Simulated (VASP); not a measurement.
VO2, 6 atoms in the cell. It takes space group P4_2/mnm (No. 136, tetragonal). Conventional cell: a = 4.507 Å, b = 4.507 Å, c = 3.044 Å, α = 90.00°, β = 90.00°, γ = 90.00°. Within 2.5 Å of V (site symmetry mmm) lie 6 O at 1.91 to 1.99 Å. O (site symmetry m2m) has 3 V at 1.91 to 1.99 Å and 1 O at 2.55 Å within 2.6 Å. 

| Quantity | Value |
| --- | --- |
| Program | VASP 6.6.1 |
| Task | single point |
| Functional | PBE |
| Potentials or basis | VASP PAW PBE potentials, release 64 (V_sv, O) |
| Cutoff | 600 eV |
| k mesh | 6 × 6 × 9 |
| Occupations | gaussian, width 0.012 eV |
| Spin | collinear spin, ferromagnetic start |
| Starting moments | [2.0, 2.0, 0.0, 0.0, 0.0, 0.0] μB |
| Dipole correction | no |
| Further INCAR settings | ALGO = Normal; EDIFF = 1e-06; NBANDS = 38 |

Potentials or basis: VASP PAW PBE potentials, release 64 (V_sv, O).

The run is started by

```bash
$ cat potpaw_PBE.64/V_sv/POTCAR potpaw_PBE.64/O/POTCAR > POTCAR
$ mpirun -np 1 vasp_std > vasp.out
```

Hardware: 1 thread of Oxide Virtual Turin-like Processor, on a shared host.

Estimate the wall time of this run.

Run time: 6 min on 1 thread of Oxide Virtual Turin-like Processor, with other jobs on the host, peak memory 0.3 GiB. Counts: scf iterations 16, k points 50.
